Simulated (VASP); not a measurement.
**Pt: single point with PBE**

The system is Pt.

```
Pt
1.0
     0.00000    2.00433    2.00433
     2.00433    0.00000    2.00433
     2.00433    2.00433    0.00000
Pt
1
Direct
  0.00000 0.00000 0.00000
```

- Program: VASP 6.6.1
- Task: single point
- Functional: PBE
- Potentials or basis: VASP PAW PBE potentials, release 64 (Pt)
- Cutoff: 520 eV
- k mesh: 18 × 18 × 18
- Occupations: gaussian, width 0.05 eV
- Spin: no spin polarisation

```yaml
Pressure: -7.1 GPa
Band_gap_on_the_k_mesh: zero (band 5 reaches 10.47 eV, above the bottom of band 6 at 8.49 eV)
```

Levels at points of the mesh, in eV from the Fermi level:
```tsv
k point	band 1	band 2	band 3	band 4	band 5	band 6	band 7	band 8	band 9	band 10
(0.00, 0.00, 0.00)	-9.50	-3.41	-3.41	-3.41	-1.47	-1.47	14.80	19.40	19.40	19.40
(0.50, 0.00, 0.00)	-6.66	-3.46	-3.46	-0.21	0.02	0.02	5.35	14.35	18.52	18.52
(0.50, 0.50, 0.00)	-6.38	-5.96	-0.01	0.42	0.42	1.91	8.19	11.18	11.18	19.35
```

Wall time 72 s on 1 thread of AMD EPYC 7R13, with other jobs on the host, peak memory 0.14 GiB.

Caveat: spin-orbit coupling is left out, which moves the levels of the heavy elements.
